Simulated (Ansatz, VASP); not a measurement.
One calculation of PbF2, two programs

The input POSCAR:

```
PbF2
1.0
    0.0000000000      3.0217857373      3.0217857373
    3.0217857373      0.0000000000      3.0217857373
    3.0217857373      3.0217857373      0.0000000000
Pb F
1 2
Direct
    0.0000000000      0.0000000000      0.0000000000
    0.7500000000      0.7500000000      0.7500000000
    0.2500000000      0.2500000000      0.2500000000
```

INCAR.step1

```
ALGO = Normal
EDIFF = 1E-5
ENCUT = 660
GGA = PE
GGA_COMPAT = F
ISMEAR = -1
LASPH = T
LCHARG = F
LREAL = F
LWAVE = T
NBANDS = 21
NELM = 120
PREC = Accurate
SIGMA = 0.05
```

File INCAR.step2:

```
ALGO = Normal
EDIFF = 1E-6
ENCUT = 660
GGA_COMPAT = F
ISIF = 2
ISMEAR = -1
ISTART = 1
LASPH = T
LCHARG = T
LELF = T
LMIXTAU = T
LREAL = F
LVHAR = T
LWAVE = F
METAGGA = R2SCAN
NBANDS = 21
NELM = 120
PREC = Accurate
SIGMA = 0.05
```

Contents of KPOINTS:

```
k-points
0
Gamma
  8 8 8
```

The input input.yaml:

```yaml
crystal:
  lattice:
    - [0.0, 3.0217857373, 3.0217857373]
    - [3.0217857373, 0.0, 3.0217857373]
    - [3.0217857373, 3.0217857373, 0.0]
  atoms:
    - { symbol: Pb, position: [0.0, 0.0, 0.0] }
    - { symbol: F, position: [0.75, 0.75, 0.75] }
    - { symbol: F, position: [0.25, 0.25, 0.25] }
hamiltonian:
  xc: r2scan
  pseudopotentials: { kind: paw }
kpoints:
  mp_grid: { grid: [8, 8, 8] }
scf:
  occupations: { method: fermi_dirac, width: 0.05 }
output:
  forces: true
  stress: true
  eigenvalues: true
```

Alike in both runs: task single point; functional r2SCAN; k mesh 8 × 8 × 8; occupations fermi-dirac, width 0.05 eV; no spin polarisation.

|  | VASP | Ansatz |
| --- | --- | --- |
| version | VASP 6.6.1 | Ansatz 0.2.0 |
| potentials or method | VASP PAW PBE potentials, release 64 (Pb_d, F) | Ansatz PAW |
| plane-wave cutoff (eV) | 660 | 500 |
| valence electrons in the cell | 28 | 28 |

Ansatz gave:

- gap on the k mesh at the Fermi level (eV): 4.94
- least direct gap on the mesh (eV): 5.08
- pressure (GPa): -4.1

Problem. Which values does VASP return?

Solution. gap on the k mesh at the Fermi level (eV): 4.94; least direct gap on the mesh (eV): 5.08; pressure (GPa): -4.3.

VASP's potentials were made for PBE, not for r2SCAN.

Spin-orbit coupling is off throughout.
